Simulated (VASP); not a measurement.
# WAu in VASP: further runs

WAu is run at these levels: PBE; tasks: single point.

Program: VASP 6.6.1. These are calculated values, not measurements. Logs are shortened: lines on timing, memory, paths and dates and some standing lists are left out, and cuts for length are marked.

**1. The cell of the first run**

The structure is cubic, space group F-43m (No. 216). Conventional cell: a = 5.857 Å, b = 5.857 Å, c = 5.857 Å, α = 90.00°, β = 90.00°, γ = 90.00°. Within 3.3 Å of W (site symmetry -43m) lie 4 Au at 2.54 Å. Within 3.3 Å of Au (site symmetry -43m) lie 4 W at 2.54 Å.

**2. Single point, PBE**

Input file INCAR:

```
ALGO = Normal
EDIFF = 1E-6
ENCUT = 520
GGA = PE
ISIF = 2
ISMEAR = -1
LASPH = True
LCHARG = True
LELF = True
LREAL = False
LVHAR = True
LWAVE = False
NBANDS = 20
NELM = 60
PREC = Accurate
SIGMA = 0.05
```

Input file KPOINTS:

```
k-points
0
Gamma
  8 8 8
```

Input file POSCAR:

```
WAu
1.0
    0.0000000000      2.9284768529      2.9284768529
    2.9284768529      0.0000000000      2.9284768529
    2.9284768529      2.9284768529      0.0000000000
W Au
1 1
Direct
    0.0000000000      0.0000000000      0.0000000000
    0.7500000000      0.7500000000      0.7500000000
```

Potentials or basis: VASP PAW PBE potentials, release 64 (W_sv, Au).

Launch:

```bash
cat potpaw_PBE.64/W_sv/POTCAR potpaw_PBE.64/Au/POTCAR > POTCAR
mpirun -np 1 vasp_std > vasp.out
```

OUTCAR:

```text
EDIFF = 1E-6
   ENCUT = 520
   GGA = PE
   ISIF = 2
   ISMEAR = -1
   LASPH = True
   LREAL = False
   NELM = 60
   PREC = Accurate

 ion  position               nearest neighbor table
   1  0.000  0.000  0.000-   2 2.54   2 2.54   2 2.54   2 2.54
   2  0.750  0.750  0.750-   1 2.54   1 2.54   1 2.54   1 2.54

  LATTYP: Found a face centered cubic cell.
 ALAT       =     5.8569537058

  Lattice vectors:

 A1 = (   0.0000000000,   2.9284768529,   2.9284768529)
 A2 = (   2.9284768529,   0.0000000000,   2.9284768529)
 A3 = (   2.9284768529,   2.9284768529,   0.0000000000)

Analysis of symmetry for initial positions (statically):
=====================================================================
 Subroutine PRICEL returns:
 Original cell was already a primitive cell.

 Routine SETGRP: Setting up the symmetry group for a
 face centered cubic supercell.

 Subroutine GETGRP returns: Found 24 space group operations
 (whereof 24 operations were pure point group operations)
 out of a pool of 48 trial point group operations.

The static configuration has the point symmetry T_d .

Analysis of symmetry for dynamics (positions and initial velocities):
=====================================================================
 Subroutine PRICEL returns:
 Original cell was already a primitive cell.

 Routine SETGRP: Setting up the symmetry group for a
 face centered cubic supercell.

 Subroutine GETGRP returns: Found 24 space group operations
 (whereof 24 operations were pure point group operations)
 out of a pool of 48 trial point group operations.

The dynamic configuration has the point symmetry T_d .

 Subroutine INISYM returns: Found 24 space group operations
 (whereof 24 operations are pure point group operations),
 and found     1 'primitive' translations

----------------------------------------------------------------------------------------

                                     Primitive cell

  volume of cell :      50.2291

  direct lattice vectors                    reciprocal lattice vectors
     0.000000000  2.928476853  2.928476853    -0.170737221  0.170737221  0.170737221
     2.928476853  0.000000000  2.928476853     0.170737221 -0.170737221  0.170737221
     2.928476853  2.928476853  0.000000000     0.170737221  0.170737221 -0.170737221

  length of vectors
     4.141491682  4.141491682  4.141491682     0.295725542  0.295725542  0.295725542

  position of ions in fractional coordinates (direct lattice)
     0.000000000  0.000000000  0.000000000
     0.750000000  0.750000000  0.750000000

  ion indices of the primitive-cell ions
   primitive index   ion index
                 1           1
                 2           2

----------------------------------------------------------------------------------------

 KPOINTS: k-points

Automatic generation of k-mesh.
 Grid dimensions read from file:
 generate k-points for:    8    8    8

 Generating k-lattice:

  Cartesian coordinates                     Fractional coordinates (reciprocal lattice)
    -0.021342153  0.021342153  0.021342153     0.125000000  0.000000000  0.000000000
     0.021342153 -0.021342153  0.021342153     0.000000000  0.125000000  0.000000000
     0.021342153  0.021342153 -0.021342153     0.000000000  0.000000000  0.125000000

  Length of vectors
     0.036965693  0.036965693  0.036965693

  Shift w.r.t. Gamma in fractional coordinates (k-lattice)
     0.000000000  0.000000000  0.000000000

 Subroutine IBZKPT returns following result:
 ===========================================

 Found     29 irreducible k-points:

 Following reciprocal coordinates:
            Coordinates               Weight
  0.000000  0.000000  0.000000      1.000000
  0.125000  0.000000  0.000000      8.000000
  0.250000  0.000000  0.000000      8.000000
  0.375000  0.000000  0.000000      8.000000
  0.500000  0.000000  0.000000      4.000000
  0.125000  0.125000  0.000000      6.000000
[... 16 lines left out ...]
  0.500000  0.250000  0.125000     48.000000
 -0.375000  0.250000  0.125000     24.000000
 [... further k-points ...]
   k-points           NKPTS =     29   k-points in BZ     NKDIM =     29   number of bands    NBANDS=     20
   number of dos      NEDOS =    301   number of ions     NIONS =      2
   total plane-waves  NPLWV =  32768
   dimension x,y,z NGX =    32 NGY =   32 NGZ =   32
   dimension x,y,z NGXF=    64 NGYF=   64 NGZF=   64
   ions per type =               1   1
   NGX,Y,Z   is equivalent  to a cutoff of  12.85, 12.85, 12.85 a.u.
   NGXF,Y,Z  is equivalent  to a cutoff of  25.69, 25.69, 25.69 a.u.
 SYSTEM =  unknown system
   PREC   = accura    normal or accurate (medium, high low for compatibility)
   ISTART =      0    job   : 0-new  1-cont  2-samecut
   ICHARG =      2    charge: 1-file 2-atom 10-const
   ISPIN  =      1    spin polarized calculation?
   LNONCOLLINEAR =      F non collinear calculations
   LSORBIT =      F    spin-orbit coupling
   LASPH  =      T    aspherical Exc in radial PAW
   ENCUT  =  520.0 eV  38.22 Ry    6.18 a.u.   7.70  7.70  7.70*2*pi/ulx,y,z
   NELM   =     60;   NELMIN=  2; NELMDL= -5     # of ELM steps
   EDIFF  = 0.1E-05   stopping-criterion for ELM
   LREAL  =      F    real-space projection
   EDIFFG = 0.1E-04   stopping-criterion for IOM
   NSW    =      0    number of steps for IOM
   IBRION =     -1    ionic relax: 0-MD 1-quasi-New 2-CG
   NFREE  =      0    steps in history (QN), initial steepest desc. (CG)
   ISIF   =      2    stress and relaxation
   ISYM   =      2    0-nonsym 1-usesym 2-fastsym
   POTIM  = 0.5000    time-step for ionic-motion
   TEBEG  =    0.0;   TEEND  =   0.0 temperature during run
   PSTRESS=    0.0 pullay stress
   NELECT =      25.0000    total number of electrons
   NUPDOWN=      -1.0000    fix difference up-down
   EMIN   =  10.00;   EMAX   =-10.00  energy-range for DOS
   EFERMI =   0.00;   METHOD = LEGACY
   ISMEAR =    -1;   SIGMA  =   0.05  broadening in eV -4-tet -1-fermi 0-gaus
   EFERMI_NEDOS =   21; number of points for ismear=-14 and -15
   IALGO  =     38    algorithm
   IMIX   =      4    mixing-type and parameters
     AMIX     =   0.40;   BMIX     =  1.00
     AMIX_MAG =   1.60;   BMIX_MAG =  1.00
  volume/ion in A,a.u.               =      25.11       169.48
  Fermi-wavevector in a.u.,A,eV,Ry     =   1.297387  2.451707 22.901521  1.683214
  Thomas-Fermi vector in A             =   2.428783
   LORBIT       =      0    0 simple, 1 ext, 2 COOP (PROOUT), +10 PAW based schemes
   GGA     = PE    functional components
   LHFCALC =     F    Hartree Fock is set to
   AEXX    =    0.0000 exact exchange contribution
   IVDW    =     0    specifies the selected vdW correction
   LEPSILON=     F    determine dielectric tensor
   LRPA    =     F    only Hartree local field effects (RPA)
 non-spin polarized calculation
  energy-cutoff  :      520.00
  volume of cell :       50.23
 maximum number of plane-waves:      1366
   NGX = 15   NGY = 15   NGZ = 15

 number of electron      25.0000000 magnetization

 Free energy of the ion-electron system (eV)
  ---------------------------------------------------
  ext. energy  EPLUGINS =         0.00000000
  ---------------------------------------------------
  free energy    TOTEN  =       -12.31821625 eV

  energy without entropy =      -12.29833597  energy(sigma->0) =      -12.30827611

 E-fermi :   5.4135     XC(G=0): -10.5494

 val. band max:        5.3797822341   @ k =  -0.3750   0.2500   0.1250
 cond. band min:       5.4463078172   @ k =   0.3750   0.2500   0.0000
 fundamental gap:      0.0665255831
 Fermi energy:         5.4135118576

 k-point     1 :       0.0000    0.0000    0.0000
  band No.  band energies     occupation
      1     -68.9598      2.00000
      2     -33.1348      2.00000
      3     -33.1348      2.00000
      4     -33.1348      2.00000
      5      -1.9967      2.00000
      6      -0.2030      2.00000
[... 12 lines left out ...]
     19      16.4085      0.00000
     20      16.4085      0.00000

 k-point     2 :       0.1250    0.0000    0.0000
  band No.  band energies     occupation
      1     -68.9597      2.00000
      2     -33.1367      2.00000
      3     -33.1348      2.00000
      4     -33.1348      2.00000
      5      -1.7707      2.00000
      6      -0.3076      2.00000
[... 12 lines left out ...]
     19      15.7601      0.00000
     20      16.2953      0.00000

 k-point     3 :       0.2500    0.0000    0.0000
  band No.  band energies     occupation
      1     -68.9594      2.00000
      2     -33.1410      2.00000
      3     -33.1346      2.00000
      4     -33.1346      2.00000
      5      -1.2021      2.00000
      6      -0.3493      2.00000
[... 12 lines left out ...]
     19      14.4761      0.00000
     20      16.6127      0.00000

 k-point     4 :       0.3750    0.0000    0.0000
  band No.  band energies     occupation
      1     -68.9592      2.00000
      2     -33.1454      2.00000
      3     -33.1344      2.00000
      4     -33.1344      2.00000
      5      -0.7749      2.00000
      6      -0.2856      2.00000
[... 12 lines left out ...]
     19      13.9786      0.00000
     20      17.1288      0.00000

 k-point     5 :       0.5000    0.0000    0.0000
  band No.  band energies     occupation
      1     -68.9590      2.00000
      2     -33.1472      2.00000
      3     -33.1344      2.00000
      4     -33.1344      2.00000
      5      -0.7085      2.00000
      6      -0.2034      2.00000
[... 12 lines left out ...]
     19      13.8837      0.00000
     20      17.2165      0.00000

 k-point     6 :       0.1250    0.1250    0.0000
  band No.  band energies     occupation
      1     -68.9597      2.00000
      2     -33.1372      2.00000
      3     -33.1348      2.00000
      4     -33.1348      2.00000
      5      -1.6913      2.00000
      6      -0.4448      2.00000
[... 12 lines left out ...]
     19      14.9539      0.00000
     20      15.5758      0.00000

 k-point     7 :       0.2500    0.1250    0.0000
  band No.  band energies     occupation
      1     -68.9594      2.00000
      2     -33.1405      2.00000
      3     -33.1349      2.00000
      4     -33.1347      2.00000
      5      -1.2211      2.00000
      6      -0.5225      2.00000
[... 12 lines left out ...]
     19      14.6245      0.00000
     20      15.8687      0.00000
[... 277 lines left out ...]
 k-point    20 :      -0.3750    0.3750    0.0000
  band No.  band energies     occupation
      1     -68.9588      2.00000
      2     -33.1474      2.00000
      3     -33.1375      2.00000
      4     -33.1343      2.00000
      5      -0.6981      2.00000
      6      -0.4763      2.00000
[... 12 lines left out ...]
     19      14.9490      0.00000
     20      17.6089      0.00000

 k-point    21 :       0.5000    0.5000    0.0000
  band No.  band energies     occupation
      1     -68.9588      2.00000
      2     -33.1508      2.00000
      3     -33.1344      2.00000
      4     -33.1344      2.00000
      5      -0.7269      2.00000
      6      -0.4112      2.00000
[... 12 lines left out ...]
     19      14.6511      0.00000
     20      15.1041      0.00000

 k-point    22 :       0.3750    0.2500    0.1250
  band No.  band energies     occupation
      1     -68.9592      2.00000
      2     -33.1432      2.00000
      3     -33.1355      2.00000
      4     -33.1345      2.00000
      5      -0.7905      2.00000
      6      -0.5346      2.00000
[... 12 lines left out ...]
     19      15.1173      0.00000
     20      15.9381      0.00000

 k-point    23 :       0.5000    0.2500    0.1250
  band No.  band energies     occupation
      1     -68.9590      2.00000
      2     -33.1453      2.00000
      3     -33.1368      2.00000
      4     -33.1344      2.00000
      5      -0.5896      2.00000
      6      -0.5202      2.00000
[... 12 lines left out ...]
     19      15.1366      0.00000
     20      17.3283      0.00000

 k-point    24 :      -0.3750    0.2500    0.1250
  band No.  band energies     occupation
      1     -68.9589      2.00000
      2     -33.1460      2.00000
      3     -33.1374      2.00000
      4     -33.1344      2.00000
      5      -0.6033      2.00000
      6      -0.4366      2.00000
[... 12 lines left out ...]
     19      15.0803      0.00000
     20      17.8810      0.00000

 [... further k-points ...]
[... 5 lines left out ...]
  --------------------------------------------------------------------------------------
  -------------------------------------------------------------------------------------
  Total       -0.7346126     -0.7346126     -0.7346126      0.0000000      0.0000000      0.0000000
  in kB      -23.4322261    -23.4322261    -23.4322261      0.0000000      0.0000000      0.0000000
  external PRESSURE =     -23.4322261 kB  Pullay stress =       0.0000000 kB

 VOLUME and BASIS-vectors are now :
 -----------------------------------------------------------------------------
  energy-cutoff  :      520.00
  volume of cell :       50.23
      direct lattice vectors                 reciprocal lattice vectors
     0.000000000  2.928476853  2.928476853    -0.170737221  0.170737221  0.170737221
     2.928476853  0.000000000  2.928476853     0.170737221 -0.170737221  0.170737221
     2.928476853  2.928476853  0.000000000     0.170737221  0.170737221 -0.170737221

 POSITION                                       TOTAL-FORCE (eV/Angst)
 -----------------------------------------------------------------------------------
      0.00000      0.00000      0.00000         0.000000     -0.000000      0.000000
      4.39272      4.39272      4.39272        -0.000000      0.000000     -0.000000
 -----------------------------------------------------------------------------------
    total drift:                               -0.000000     -0.000000     -0.000000

  FREE ENERGIE OF THE ION-ELECTRON SYSTEM (eV)
  ---------------------------------------------------
  free  energy   TOTEN  =       -12.3182162502 eV

  energy  without entropy=      -12.2983359678  energy(sigma->0) =      -12.30827611
```

Wall time 30 s (1 thread of Intel Xeon 8259CL, shared host); peak memory 0.19 GiB.

Results:

| Item | Value |
| --- | --- |
| Free energy | -12.3182 eV |
| Pressure | -2.3 GPa |

Levels at points of the mesh, in eV from the Fermi level:
```
           k point  band 10  band 11  band 12  band 13  band 14  band 15  band 16  band 17
(0.00, 0.00, 0.00)    -5.54    -0.72    -0.72    -0.72     1.46     1.46     8.26    10.96
(0.50, 0.00, 0.00)    -4.89    -1.78    -0.26    -0.26     1.30     1.30     1.91     7.61
(0.50, 0.50, 0.00)    -3.96    -2.69     0.37     1.22     1.40     1.40     2.60     3.35
```

Caveat: spin-orbit coupling is left out, which moves the levels of the heavy elements.

**3. Single point, PBE**

This run uses another cell than the first one, of 26.10 Å³/atom, 1.039 times its volume.

Input file INCAR:

```
PREC     = Accurate       # precision mode
ENCUT    = 520            # plane-wave cutoff, eV
EDIFF    = 1E-6           # SCF threshold, eV
ISMEAR   = -1             # smearing method
SIGMA    = 0.05           # smearing width, eV
LREAL    = F              # projectors in reciprocal space
LASPH    = T              # aspherical terms in the spheres
NELM     = 100            # most SCF steps
ALGO     = Normal         # electronic algorithm
ISIF     = 2              # what is computed and relaxed
LWAVE    = F              # write WAVECAR
LCHARG   = T              # write CHGCAR
GGA      = PE             # functional
LELF     = T              # ELF
LVHAR    = T            
NBANDS   = 20             # bands
```

Input file KPOINTS:

```
Automatic mesh
0
Gamma
  8 8 8
```

Input file POSCAR:

```
WAu
1.0
    0.0000000000      2.9662678191      2.9662678191
    2.9662678191      0.0000000000      2.9662678191
    2.9662678191      2.9662678191      0.0000000000
W Au
1 1
Direct
    0.0000000000      0.0000000000      0.0000000000
    0.7500000000      0.7500000000      0.7500000000
```

Potentials or basis: VASP PAW PBE potentials, release 64 (W_sv, Au).

Launch:

```bash
cat potpaw_PBE.64/W_sv/POTCAR potpaw_PBE.64/Au/POTCAR > POTCAR
mpirun -np 1 vasp_std > vasp.out
```

Run time: 33 s. Hardware: 1 thread of Intel Xeon 8259CL, shared host; peak memory 0.19 GiB.

It converged, with:

* Free energy: -12.2647 eV
* Pressure: -6.3 GPa

Levels at points of the mesh, in eV from the Fermi level:
| k point | band 10 | band 11 | band 12 | band 13 | band 14 | band 15 | band 16 | band 17 |
| --- | --- | --- | --- | --- | --- | --- | --- | --- |
| (0.00, 0.00, 0.00) | -5.39 | -0.69 | -0.69 | -0.69 | 1.35 | 1.35 | 8.08 | 10.76 |
| (0.50, 0.00, 0.00) | -4.76 | -1.69 | -0.26 | -0.26 | 1.21 | 1.21 | 1.79 | 7.35 |
| (0.50, 0.50, 0.00) | -3.88 | -2.59 | 0.36 | 1.17 | 1.30 | 1.30 | 2.41 | 3.29 |

Caveat: spin-orbit coupling is left out, which moves the levels of the heavy elements.

**4. Single point, PBE (atoms moved at random)**

Input file INCAR:

```
SYSTEM = WAu
ALGO = Fast ; EDIFF = 1E-6
ENCUT = 520 ; GGA = PE
ISIF = 2 ; ISMEAR = -1
LASPH = .TRUE. ; LCHARG = .TRUE.
LELF = .TRUE. ; LREAL = .FALSE.
LVHAR = .TRUE. ; LWAVE = .FALSE.
NBANDS = 20 ; NELM = 80
PREC = Accurate ; SIGMA = 0.05
```

Input file KPOINTS:

```
k-points
0
G
  8 8 8
  0 0 0
```

Input file POSCAR:

```
WAu
1.0
    0.0000000000      2.9092100000      2.9092100000
    2.9092100000      0.0000000000      2.9092100000
    2.9092100000      2.9092100000      0.0000000000
W Au
1 1
Direct
   -0.0033300000     -0.0137330000     -0.0008560000
    0.7485160000      0.7555220000      0.7464040000
```

Launch:

```bash
cat potpaw_PBE.64/W_sv/POTCAR potpaw_PBE.64/Au/POTCAR > POTCAR
mpirun -np 1 vasp_std > vasp.out
```

Run time: 5.9 min. Hardware: 1 thread of Intel Xeon 8259CL, shared host; peak memory 0.38 GiB.

Results (log left out):

* Free energy: -12.2878 eV
* Pressure: 0.4 GPa
* Largest force: 0.961 eV/Å

Forces on the atoms (eV/Å):
```
W    0.592  0.057  0.755
Au  -0.592 -0.057 -0.755
```

Stress tensor (GPa, compression positive):
```
0.39 3.09 0.22
3.09 0.52 2.42
0.22 2.42 0.31
```

Levels at points of the mesh, in eV from the Fermi level:
```
           k point  band 11  band 12  band 13  band 14  band 15  band 16
(0.00, 0.00, 0.00)    -0.80    -0.75    -0.67     1.49     1.51     8.34
(0.50, 0.00, 0.00)    -1.83    -0.37    -0.16     1.31     1.36     1.98
(0.00, 0.50, 0.00)    -1.78    -0.34    -0.23     1.20     1.24     1.82
(0.00, 0.00, 0.50)    -1.84    -0.37    -0.16     1.34     1.39     2.02
(0.50, 0.50, 0.50)    -1.88    -0.32    -0.19     1.47     1.49     2.14
(0.50, 0.50, 0.00)    -2.74     0.38     1.20     1.41     1.49     2.67
(0.00, 0.50, 0.50)    -2.74     0.38     1.20     1.43     1.50     2.66
(0.50, 0.00, 0.50)    -2.75     0.38     1.18     1.47     1.50     2.64
```

Caveat: the cell differs from its parent crystal (atoms moved at random); spin-orbit coupling is left out, which moves the levels of the heavy elements.

**5. The runs side by side**

```tsv
cell	gap on the mesh (eV)	pressure (GPa)
a = 4.141 Å, angles 60.0°, 2 atoms	none	-2.3
a = 4.195 Å, angles 60.0°, 2 atoms	none	-6.3
a = 4.114 Å, angles 60.0°, 2 atoms	none	0.4
```

Alike in all rows: task single point; level PBE; potentials or basis VASP PAW PBE potentials, release 64 (W_sv, Au); no spin polarisation; k mesh 8 × 8 × 8; cutoff (eV) 520; smearing fermi-dirac 0.05 eV.

Caveats: spin-orbit coupling is left out, which moves the levels of the heavy elements.

Absolute energies hang on the potentials; compare differences alone.
